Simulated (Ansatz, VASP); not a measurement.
# One calculation of NiO, two programs

Contents of INCAR:

```
ALGO = Normal
EDIFF = 1E-6
ENCUT = 700
GGA = PS
GGA_COMPAT = False
ISIF = 2
ISMEAR = 0
LASPH = True
LCHARG = False
LDAU = True
LDAUJ = 0 0
LDAUL = 2 -1
LDAUPRINT = 1
LDAUTYPE = 2
LDAUU = 7.2 0
LMAXMIX = 4
LREAL = False
LWAVE = False
NBANDS = 19
NELM = 200
PREC = Accurate
SIGMA = 0.05
```

KPOINTS

```
k-points
0
Gamma
  10 10 10
```

File POSCAR:

```
NiO
1.0
    0.0000000000      2.0913095126      2.0913095126
    2.0913095126      0.0000000000      2.0913095126
    2.0913095126      2.0913095126      0.0000000000
Ni O
1 1
Direct
    0.0000000000      0.0000000000      0.0000000000
    0.5000000000      0.5000000000      0.5000000000
```

Input for Ansatz:

```yaml
crystal:
  lattice:
    - [0.0, 2.0913095126, 2.0913095126]
    - [2.0913095126, 0.0, 2.0913095126]
    - [2.0913095126, 2.0913095126, 0.0]
  atoms:
    - { symbol: Ni, position: [0.0, 0.0, 0.0] }
    - { symbol: O, position: [0.5, 0.5, 0.5] }
basis:
  ecutwfc: 420
  ecutrho_ratio: 4
kpoints:
  mp_grid: { grid: [10, 10, 10] }
hamiltonian:
  xc: pbesol
  hubbard: { sites: [{ species: Ni, l: d, u_eff: 7.2 }] }
scf:
  occupations: { method: gaussian, width: 0.05 }
output:
  forces: true
  stress: true
  eigenvalues: true
  populations: true
  hubbard: { sites: [{ species: Ni, l: d }] }
```

Alike in both runs: task single point; functional PBEsol; k mesh 10 × 10 × 10; occupations gaussian, width 0.05 eV; no spin polarisation; Hubbard terms Ni d U = 7.2 eV.

|  | VASP | Ansatz |
| --- | --- | --- |
| version | VASP 6.6.1 | Ansatz 0.2.0 |
| potentials or method | VASP PAW PBE potentials, release 64 (Ni_sv_GW, O), cutoff 700 eV | scalar-relativistic, plane waves, PAW |
| valence electrons in the cell | 24 | 24 |

|  | VASP | Ansatz | Ansatz less VASP |
| --- | --- | --- | --- |
| gap on the k mesh at the Fermi level (eV) | none | none | - |
| pressure (GPa) | -14.7 | -12.7 | +2.05 |

VASP's potentials were made for PBE, not for PBEsol. The programs project onto different local orbitals, so the same U acts differently, and such runs can settle in different states. A gap of «none» marks a metal or a gap that the smearing closes. Ansatz's warnings: filled band counts differ across k points.
